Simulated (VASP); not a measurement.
# B18N17O (a cell with a defect) in VASP: further runs

Runs on B18N17O (a cell with a defect). Level: PBE. Tasks: single point.

All numbers are computed with VASP 6.6.1; they aren't measurements. Logs are shortened: lines on timing, memory, paths and dates and some standing lists are left out, and cuts for length are marked.

### 1 The cell of the first run

The cell holds a defect, 36 atoms: a = 7.495 Å, b = 7.495 Å, c = 6.636 Å, α = 90.00°, β = 90.00°, γ = 120.00°.

### 2 Single point, PBE, collinear spin, ferromagnetic start

Input file INCAR:

```
SYSTEM = B18N17O
PREC = Accurate ; ENCUT = 520
EDIFF = 1E-6 ; ISMEAR = -1
SIGMA = 0.01 ; LREAL = Auto
LASPH = .True. ; NELM = 150
ALGO = Normal ; ISIF = 2
LWAVE = .False. ; LCHARG = .False.
ISPIN = 2 ; MAGMOM = 0 0 0 0 0 0 0 0 0 0 0 0 0 0 0 0 0 0 1 0 0 0 0 0 0 0 0 0 0 0 0 0 0 0 0 0
LORBIT = 11 ; GGA = PE
NBANDS = 100
```

Input file KPOINTS:

```
regular mesh
0
Gamma
  3 3 3
  0 0 0
```

Input file POSCAR:

```
B18N17O
1.0
    7.4947200000      0.0000000000      0.0000000000
   -3.7473600000      6.4906179144      0.0000000000
    0.0000000000      0.0000000000      6.6357000000
B O N
18 1 17
Direct
    0.1111111111      0.2222222222      0.2500000000
    0.1111111111      0.5555555556      0.2500000000
    0.1111111111      0.8888888889      0.2500000000
    0.4444444444      0.2222222222      0.2500000000
    0.4444444444      0.5555555556      0.2500000000
    0.4444444444      0.8888888889      0.2500000000
    0.7777777778      0.2222222222      0.2500000000
    0.7777777778      0.5555555556      0.2500000000
    0.7777777778      0.8888888889      0.2500000000
    0.2222222222      0.1111111111      0.7500000000
    0.2222222222      0.4444444444      0.7500000000
    0.2222222222      0.7777777778      0.7500000000
    0.5555555556      0.1111111111      0.7500000000
    0.5555555556      0.4444444444      0.7500000000
    0.5555555556      0.7777777778      0.7500000000
    0.8888888889      0.1111111111      0.7500000000
    0.8888888889      0.4444444444      0.7500000000
    0.8888888889      0.7777777778      0.7500000000
    0.1111111111      0.2222222222      0.7500000000
    0.1111111111      0.5555555556      0.7500000000
    0.1111111111      0.8888888889      0.7500000000
    0.4444444444      0.2222222222      0.7500000000
    0.4444444444      0.5555555556      0.7500000000
    0.4444444444      0.8888888889      0.7500000000
    0.7777777778      0.2222222222      0.7500000000
    0.7777777778      0.5555555556      0.7500000000
    0.7777777778      0.8888888889      0.7500000000
    0.2222222222      0.1111111111      0.2500000000
    0.2222222222      0.4444444444      0.2500000000
    0.2222222222      0.7777777778      0.2500000000
    0.5555555556      0.1111111111      0.2500000000
    0.5555555556      0.4444444444      0.2500000000
    0.5555555556      0.7777777778      0.2500000000
    0.8888888889      0.1111111111      0.2500000000
    0.8888888889      0.4444444444      0.2500000000
    0.8888888889      0.7777777778      0.2500000000
```

Potentials or basis: VASP PAW PBE potentials, release 64 (B, O, N).

Launch:

```bash
$ cat potpaw_PBE.64/B/POTCAR potpaw_PBE.64/O/POTCAR potpaw_PBE.64/N/POTCAR > POTCAR
$ mpirun -np 1 vasp_std > vasp.out
```

OUTCAR:

```text
SYSTEM = B18N17O
   PREC = Accurate
   ENCUT = 520
   EDIFF = 1E-6
   ISMEAR = -1
   LREAL = Auto
   LASPH = .True.
   NELM = 150
   ISIF = 2
   ISPIN = 2
   LORBIT = 11
   GGA = PE

 ion  position               nearest neighbor table
   1  0.111  0.222  0.250-  28 1.44  34 1.44  29 1.44
   2  0.111  0.556  0.250-  35 1.44  30 1.44  29 1.44
   3  0.111  0.889  0.250-  30 1.44  36 1.44  28 1.44
   4  0.444  0.222  0.250-  28 1.44  32 1.44  31 1.44
   5  0.444  0.556  0.250-  29 1.44  33 1.44  32 1.44
   6  0.444  0.889  0.250-  30 1.44  31 1.44  33 1.44
[... 28 lines left out ...]
  35  0.889  0.444  0.250-   2 1.44   7 1.44   8 1.44
  36  0.889  0.778  0.250-   3 1.44   9 1.44   8 1.44

  LATTYP: Found a hexagonal cell.
 ALAT       =     7.4947200000
 C/A-ratio  =     0.8853833099

  Lattice vectors:

 A1 = (   7.4947200000,   0.0000000000,   0.0000000000)
 A2 = (  -3.7473600000,   6.4906179144,   0.0000000000)
 A3 = (   0.0000000000,   0.0000000000,   6.6357000000)

Analysis of symmetry for initial positions (statically):
=====================================================================
 Subroutine PRICEL returns:
 Original cell was already a primitive cell.

 Routine SETGRP: Setting up the symmetry group for a
 hexagonal supercell.

 Subroutine GETGRP returns: Found 12 space group operations
 (whereof  2 operations were pure point group operations)
 out of a pool of 24 trial point group operations.

The static configuration has the point symmetry C_1h.
 The point group associated with its full space group is D_3h.

Analysis of symmetry for dynamics (positions and initial velocities):
=====================================================================
 Subroutine PRICEL returns:
 Original cell was already a primitive cell.

 Routine SETGRP: Setting up the symmetry group for a
 hexagonal supercell.

 Subroutine GETGRP returns: Found 12 space group operations
 (whereof  2 operations were pure point group operations)
 out of a pool of 24 trial point group operations.

The dynamic configuration has the point symmetry C_1h.
 The point group associated with its full space group is D_3h.

Analysis of structural, dynamic, and magnetic symmetry:
=====================================================================
 Subroutine PRICEL returns:
 Original cell was already a primitive cell.

 Routine SETGRP: Setting up the symmetry group for a
 hexagonal supercell.

 Subroutine GETGRP returns: Found 12 space group operations
 (whereof  2 operations were pure point group operations)
 out of a pool of 24 trial point group operations.

The overall configuration has the point symmetry C_1h.
 The point group associated with its full space group is D_3h.

 Subroutine INISYM returns: Found 12 space group operations
 (whereof  2 operations are pure point group operations),
 and found     1 'primitive' translations

----------------------------------------------------------------------------------------

                                     Primitive cell

  volume of cell :     322.7960

  direct lattice vectors                    reciprocal lattice vectors
     7.494720000  0.000000000  0.000000000     0.133427266  0.077034268  0.000000000
    -3.747360000  6.490617914  0.000000000     0.000000000  0.154068536  0.000000000
     0.000000000  0.000000000  6.635700000     0.000000000  0.000000000  0.150700002

  length of vectors
     7.494720000  7.494720000  6.635700000     0.154068536  0.154068536  0.150700002

  position of ions in fractional coordinates (direct lattice)
     0.111111111  0.222222222  0.250000000
     0.111111111  0.555555556  0.250000000
     0.111111111  0.888888889  0.250000000
     0.444444444  0.222222222  0.250000000
     0.444444444  0.555555556  0.250000000
     0.444444444  0.888888889  0.250000000
[... 28 lines left out ...]
     0.888888889  0.444444444  0.250000000
     0.888888889  0.777777778  0.250000000

[... 70 lines left out ...]
  0.000000  0.000000  0.333333      2.000000
  0.333333 -0.000000  0.333333     12.000000
  0.333333  0.333333  0.333333      4.000000
   k-points           NKPTS =      6   k-points in BZ     NKDIM =      6   number of bands    NBANDS=    100
   number of dos      NEDOS =    301   number of ions     NIONS =     36
   total plane-waves  NPLWV = 156800
   dimension x,y,z NGX =    56 NGY =   56 NGZ =   50
   dimension x,y,z NGXF=   112 NGYF=  112 NGZF=  100
   ions per type =              18   1  17
   NGX,Y,Z   is equivalent  to a cutoff of  12.42, 12.42, 12.53 a.u.
   NGXF,Y,Z  is equivalent  to a cutoff of  24.84, 24.84, 25.05 a.u.
 SYSTEM =  B18N17O
   PREC   = accura    normal or accurate (medium, high low for compatibility)
   ISTART =      0    job   : 0-new  1-cont  2-samecut
   ICHARG =      2    charge: 1-file 2-atom 10-const
   ISPIN  =      2    spin polarized calculation?
   LNONCOLLINEAR =      F non collinear calculations
   LSORBIT =      F    spin-orbit coupling
   LASPH  =      T    aspherical Exc in radial PAW
   ENCUT  =  520.0 eV  38.22 Ry    6.18 a.u.  13.94 13.94 12.34*2*pi/ulx,y,z
   NELM   =    150;   NELMIN=  2; NELMDL= -5     # of ELM steps
   EDIFF  = 0.1E-05   stopping-criterion for ELM
   LREAL  =      T    real-space projection
   EDIFFG = 0.1E-04   stopping-criterion for IOM
   NSW    =      0    number of steps for IOM
   IBRION =     -1    ionic relax: 0-MD 1-quasi-New 2-CG
   NFREE  =      0    steps in history (QN), initial steepest desc. (CG)
   ISIF   =      2    stress and relaxation
   ISYM   =      2    0-nonsym 1-usesym 2-fastsym
   POTIM  = 0.5000    time-step for ionic-motion
   TEBEG  =    0.0;   TEEND  =   0.0 temperature during run
   PSTRESS=    0.0 pullay stress
   NELECT =     145.0000    total number of electrons
   NUPDOWN=      -1.0000    fix difference up-down
   EMIN   =  10.00;   EMAX   =-10.00  energy-range for DOS
   EFERMI =   0.00;   METHOD = LEGACY
   ISMEAR =    -1;   SIGMA  =   0.01  broadening in eV -4-tet -1-fermi 0-gaus
   EFERMI_NEDOS =   21; number of points for ismear=-14 and -15
   IALGO  =     38    algorithm
   IMIX   =      4    mixing-type and parameters
     AMIX     =   0.40;   BMIX     =  1.00
     AMIX_MAG =   1.60;   BMIX_MAG =  1.00
  volume/ion in A,a.u.               =       8.97        60.51
  Fermi-wavevector in a.u.,A,eV,Ry     =   1.253780  2.369301 21.387882  1.571965
  Thomas-Fermi vector in A             =   2.387617
   LORBIT       =     11    0 simple, 1 ext, 2 COOP (PROOUT), +10 PAW based schemes
   GGA     = PE    functional components
   LHFCALC =     F    Hartree Fock is set to
   AEXX    =    0.0000 exact exchange contribution
   IVDW    =     0    specifies the selected vdW correction
   LEPSILON=     F    determine dielectric tensor
   LRPA    =     F    only Hartree local field effects (RPA)
 spin polarized calculation
  energy-cutoff  :      520.00
  volume of cell :      322.80
 maximum number of plane-waves:      8725
 NGX is ok and might be reduce to    56
   NGX = 27   NGY = 27   NGZ = 25

 number of electron     144.9999978 magnetization       0.5484838

 Free energy of the ion-electron system (eV)
  ---------------------------------------------------
  ext. energy  EPLUGINS =         0.00000000
  ---------------------------------------------------
  free energy    TOTEN  =      -311.28390418 eV

  energy without entropy =     -311.28182339  energy(sigma->0) =     -311.28286378

 E-fermi :   6.7172     XC(G=0): -10.1074

 val. band max:        6.7082479426   @ k =   0.3333   0.3333   0.3333
 cond. band min:       6.7392087952   @ k =   0.3333   0.3333   0.0000
 fundamental gap:      0.0309608526
 Fermi energy:         6.7171621016

 spin component 1

 k-point     1 :       0.0000    0.0000    0.0000
  band No.  band energies     occupation
      1     -20.4552      1.00000
      2     -15.3277      1.00000
      3     -15.0578      1.00000
      4     -13.7582      1.00000
      5     -13.7582      1.00000
      6     -13.6386      1.00000
[... 511 lines left out ...]
     83       9.0326      0.00000
     84       9.0704      0.00000
 Fermi energy:         6.7171621016

 spin component 2

 k-point     1 :       0.0000    0.0000    0.0000
  band No.  band energies     occupation
      1     -20.4453      1.00000
      2     -15.3182      1.00000
      3     -15.0498      1.00000
      4     -13.7487      1.00000
      5     -13.7487      1.00000
      6     -13.6315      1.00000
[... 511 lines left out ...]
     83       9.0689      0.00000
     84       9.1075      0.00000
 [bands above 84 left out]

------------------------ aborting loop because EDIFF is reached ----------------------------------------

  FORCE on cell =-STRESS in cart. coord.  units (eV):
  Direction    XX          YY          ZZ          XY          YZ          ZX
  --------------------------------------------------------------------------------------
  -------------------------------------------------------------------------------------
  Total       12.2153108     12.2153108      4.5368779      0.0000000      0.0000000      0.0000000
  in kB       60.6299071     60.6299071     22.5185007      0.0000000      0.0000000      0.0000000
  external PRESSURE =      47.9261050 kB  Pullay stress =       0.0000000 kB

 VOLUME and BASIS-vectors are now :
 -----------------------------------------------------------------------------
  energy-cutoff  :      520.00
  volume of cell :      322.80
      direct lattice vectors                 reciprocal lattice vectors
     7.494720000  0.000000000  0.000000000     0.133427266  0.077034268  0.000000000
    -3.747360000  6.490617914  0.000000000     0.000000000  0.154068536  0.000000000
     0.000000000  0.000000000  6.635700000     0.000000000  0.000000000  0.150700002

 POSITION                                       TOTAL-FORCE (eV/Angst)
 -----------------------------------------------------------------------------------
      0.00000      1.44236      1.65892         0.000000      0.000000     -0.000000
     -1.24912      3.60590      1.65892        -0.137055      0.102083     -0.000000
     -2.49824      5.76944      1.65892         0.019879     -0.169735     -0.000000
      2.49824      1.44236      1.65892         0.156934      0.067652     -0.000000
      1.24912      3.60590      1.65892         0.137055      0.102083     -0.000000
     -0.00000      5.76944      1.65892         0.000000      0.000000     -0.000000
[... 28 lines left out ...]
      4.99648      2.88472      1.65892         0.055196     -0.031867     -0.000000
      3.74736      5.04826      1.65892         0.000000      0.063735     -0.000000
 -----------------------------------------------------------------------------------
    total drift:                                0.000009      0.000026      0.000000

  FREE ENERGIE OF THE ION-ELECTRON SYSTEM (eV)
  ---------------------------------------------------
  free  energy   TOTEN  =      -311.2839041766 eV

  energy  without entropy=     -311.2818233900  energy(sigma->0) =     -311.28286378

 total charge

# of ion       s       p       d       tot
------------------------------------------
    1        0.748   1.447   0.000   2.195
    2        0.747   1.441   0.000   2.187
    3        0.747   1.441   0.000   2.187
    4        0.747   1.441   0.000   2.187
    5        0.747   1.441   0.000   2.187
    6        0.746   1.442   0.000   2.188
[... 28 lines left out ...]
   35        1.227   2.801   0.000   4.028
   36        1.227   2.801   0.000   4.028
--------------------------------------------------
tot         35.712  77.178   0.000 112.890

 magnetization (x)

# of ion       s       p       d       tot
------------------------------------------
    1        0.001   0.010   0.000   0.011
    2        0.000   0.005   0.000   0.005
    3        0.000   0.005   0.000   0.005
    4        0.000   0.005   0.000   0.005
    5        0.000   0.005   0.000   0.005
    6       -0.000  -0.002   0.000  -0.002
[... 28 lines left out ...]
   35       -0.000  -0.002   0.000  -0.002
   36       -0.000  -0.002   0.000  -0.002
--------------------------------------------------
tot          0.018   0.236   0.000   0.254
```

Run time: 14 min. Hardware: 1 thread of AMD EPYC 7R43 (Zen 3), shared host; peak memory 0.61 GiB.

What came out:

```
Free energy                                           : -311.2839 eV
Pressure                                              : 4.8 GPa
Largest force                                         : 2.307 eV/Å
Net moment                                            : 0.55 μB per cell
Site moments                                          : B +0.01, -0.00, +0.03, +0.04; O -0.00; N -0.01, -0.00 μB
Valence electrons inside the program's atomic spheres : B 2.19, 2.12, 2.18; O 5.28; N 4.02, 4.03
```

Forces on the atoms (eV/Å):
```
B    0.000  0.000  0.000
B   -0.137  0.102  0.000
B    0.020 -0.170  0.000
B    0.157  0.068  0.000
B    0.137  0.102  0.000
B    0.000  0.000  0.000
B   -0.157  0.068  0.000
B    0.000  0.000  0.000
B   -0.020 -0.170  0.000
B    1.998 -1.154  0.000
B    0.000  2.307  0.000
B    0.307  0.177  0.000
B    0.000 -0.354  0.000
B    0.451  0.261  0.000
B   -0.307  0.177  0.000
B   -1.998 -1.154  0.000
B   -0.451  0.261  0.000
B    0.000 -0.521  0.000
O    0.000  0.000  0.000
N    0.416 -0.973  0.000
N   -0.634  0.846  0.000
N   -1.050  0.126  0.000
N   -0.416 -0.973  0.000
N    0.000  0.000  0.000
N    1.050  0.126  0.000
N    0.000  0.000  0.000
N    0.634  0.846  0.000
N   -0.098  0.057  0.000
N    0.000 -0.113  0.000
N   -0.012 -0.007  0.000
N    0.000  0.014  0.000
N   -0.055 -0.032  0.000
N    0.012 -0.007  0.000
N    0.098  0.057  0.000
N    0.055 -0.032  0.000
N    0.000  0.064  0.000
```

Stress tensor (GPa, compression positive):
```
6.06 0.00 0.00
0.00 6.06 0.00
0.00 0.00 2.25
```

### 3 Single point, PBE, collinear spin, ferromagnetic start

Input file INCAR:

```
PREC     = Accurate       # precision mode
ENCUT    = 520            # plane-wave cutoff, eV
EDIFF    = 1E-6           # SCF threshold, eV
ISMEAR   = -1             # smearing method
SIGMA    = 0.01           # smearing width, eV
LREAL    = Auto         
LASPH    = T              # aspherical terms in the spheres
NELM     = 150            # most SCF steps
ALGO     = Normal         # electronic algorithm
ISIF     = 2              # what is computed and relaxed
LWAVE    = F              # write WAVECAR
LCHARG   = F              # write CHGCAR
ISPIN    = 2              # spin polarisation
MAGMOM   = 0 0 0 0 0 0 0 0 0 0 0 0 0 0 0 0 0 0 1 0 0 0 0 0 0 0 0 0 0 0 0 0 0 0 0 0 # initial moments
LORBIT   = 11             # projections on sites
GGA      = PE             # functional
NBANDS   = 100            # bands
```

Input file KPOINTS:

```
Automatic mesh
0
Gamma
  3 3 3
```

Input file POSCAR:

```
B18N17O
1.0
    7.4947200001      0.0000000000      0.0000000000
   -3.7473600000      6.4906179143      0.0000000000
    0.0000000000      0.0000000000      6.6357000000
B O N
18 1 17
Direct
    0.1111111111      0.2222222222      0.2500000000
    0.1109571620      0.5557186164      0.2500000000
    0.1109571620      0.8885718789      0.2500000000
    0.4447614545      0.2223761714      0.2500000000
    0.4447614545      0.5557186164      0.2500000000
    0.4444444444      0.8888888889      0.2500000000
    0.7776147169      0.2223761714      0.2500000000
    0.7777777778      0.5555555556      0.2500000000
    0.7776147169      0.8885718789      0.2500000000
    0.2255191563      0.1078141770      0.7500000000
    0.2255191563      0.4510383127      0.7500000000
    0.2224798040      0.7779065687      0.7500000000
    0.5554267647      0.1108535293      0.7500000000
    0.5568718248      0.4451025790      0.7500000000
    0.5554267647      0.7779065687      0.7500000000
    0.8822950206      0.1078141770      0.7500000000
    0.8882307543      0.4451025790      0.7500000000
    0.8882307543      0.7764615086      0.7500000000
    0.1111111111      0.2222222222      0.7500000000
    0.1106229774      0.5544933628      0.7500000000
    0.1106229774      0.8894629479      0.7500000000
    0.4438703854      0.2227103559      0.7500000000
    0.4438703854      0.5544933628      0.7500000000
    0.4444444444      0.8888888889      0.7500000000
    0.7788399705      0.2227103559      0.7500000000
    0.7777777778      0.5555555556      0.7500000000
    0.7788399705      0.8894629479      0.7500000000
    0.2221711611      0.1111621722      0.2500000000
    0.2221711611      0.4443423223      0.2500000000
    0.2222213525      0.7777773429      0.2500000000
    0.5555559904      0.1111119808      0.2500000000
    0.5555465025      0.4444399179      0.2500000000
    0.5555559904      0.7777773429      0.2500000000
    0.8889910111      0.1111621722      0.2500000000
    0.8888934154      0.4444399179      0.2500000000
    0.8888934154      0.7777868308      0.2500000000
```

Potentials or basis: VASP PAW PBE potentials, release 64 (B, O, N).

Launch:

```bash
$ cat potpaw_PBE.64/B/POTCAR potpaw_PBE.64/O/POTCAR potpaw_PBE.64/N/POTCAR > POTCAR
$ mpirun -np 1 vasp_std > vasp.out
```

It took 30 min on 1 thread of AMD EPYC 9R45 (Zen 5), shared host; peak memory 0.66 GiB.

Results (log left out):

```
Free energy                                           : -311.4531 eV
Pressure                                              : 5.0 GPa
Largest force                                         : 0.038 eV/Å
Net moment                                            : 0.33 μB per cell
Site moments                                          : B +0.00, -0.00, +0.02, +0.03; O +0.00; N -0.01, -0.00, +0.00 μB
Valence electrons inside the program's atomic spheres : B 2.20, 2.19, 2.14, 2.17; O 5.22; N 4.03, 4.04
```

Forces in eV/Å, atoms in the order of the input:
```
B    0.000  0.000  0.000
B    0.004  0.008  0.000
B    0.009 -0.001  0.000
B    0.005 -0.007  0.000
B   -0.004  0.008  0.000
B    0.000  0.000  0.000
B   -0.005 -0.007  0.000
B    0.000  0.000  0.000
B   -0.009 -0.001  0.000
B   -0.032  0.018  0.000
B    0.000 -0.037  0.000
B   -0.007 -0.004  0.000
B    0.000  0.008  0.000
B   -0.022 -0.013  0.000
B    0.007 -0.004  0.000
B    0.032  0.018  0.000
B    0.022 -0.013  0.000
B    0.000  0.026  0.000
O    0.000  0.000  0.000
N   -0.035  0.016  0.000
N   -0.004 -0.038  0.000
N    0.031  0.022  0.000
N    0.035  0.016  0.000
N    0.000  0.000  0.000
N   -0.031  0.022  0.000
N    0.000  0.000  0.000
N    0.004 -0.038  0.000
N    0.003 -0.002  0.000
N    0.000  0.003  0.000
N   -0.006 -0.004  0.000
N    0.000  0.007  0.000
N    0.008  0.004  0.000
N    0.006 -0.004  0.000
N   -0.003 -0.002  0.000
N   -0.008  0.004  0.000
N    0.000 -0.009  0.000
```

Stress tensor (GPa, compression positive):
```
6.44 0.00 0.00
0.00 6.44 0.00
0.00 0.00 2.25
```

Levels at points of the mesh, in eV from the Fermi level:
Spin up:
```
           k point  band 71  band 72  band 73  band 74  band 75  band 76
(0.00, 0.00, 0.00)    -4.35    -4.35     0.12     0.12     0.53     0.55
```
Spin down:
```tsv
k point	band 70	band 71	band 72	band 73	band 74	band 75
(0.00, 0.00, 0.00)	-4.75	-4.34	-4.34	0.29	0.29	0.54
```
